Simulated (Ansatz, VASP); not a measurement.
## Si4O in VASP and in Ansatz

```
CELL_PARAMETERS angstrom
-2.00138 2.00138 4.71675
2.00138 -2.00138 4.71675
2.00138 2.00138 -4.71675
ATOMIC_POSITIONS crystal
Si 0.65734 0.65734 0.00000
Si 0.50000 0.00000 0.50000
Si 0.00000 0.50000 0.50000
Si 0.34266 0.34266 0.00000
O 0.00000 0.00000 0.00000
```

Change from the starting cell: species swapped into the PbF4 type (I4/mmm, No. 139).

Alike in both runs: functional PBE; k mesh 14 × 14 × 14; occupations gaussian, width 0.1 eV; no spin polarisation.

Ansatz relaxed the structure, and its values are those at the end. VASP's run is a single point on that final structure, the one shown.

|  | VASP | Ansatz |
| --- | --- | --- |
| version | VASP 6.6.1 | Ansatz 0.2.0 |
| potentials or method | VASP PAW PBE potentials, release 64 (Si, O), cutoff 520 eV | scalar-relativistic, plane waves, PAW |
| valence electrons in the cell | 22 | 22 |

|  | VASP | Ansatz | Ansatz less VASP |
| --- | --- | --- | --- |
| gap on the k mesh at the Fermi level (eV) | none | none | - |
| pressure (GPa) | 0.0 | 0.0 | -0.04 |
| rms of the force components (eV/Å) | 0.004 | 0.000 | -0.0038 |

A gap of «none» marks a metal or a gap that the smearing closes. The functional is the same, so the differences come from potentials, cutoffs and numerics.
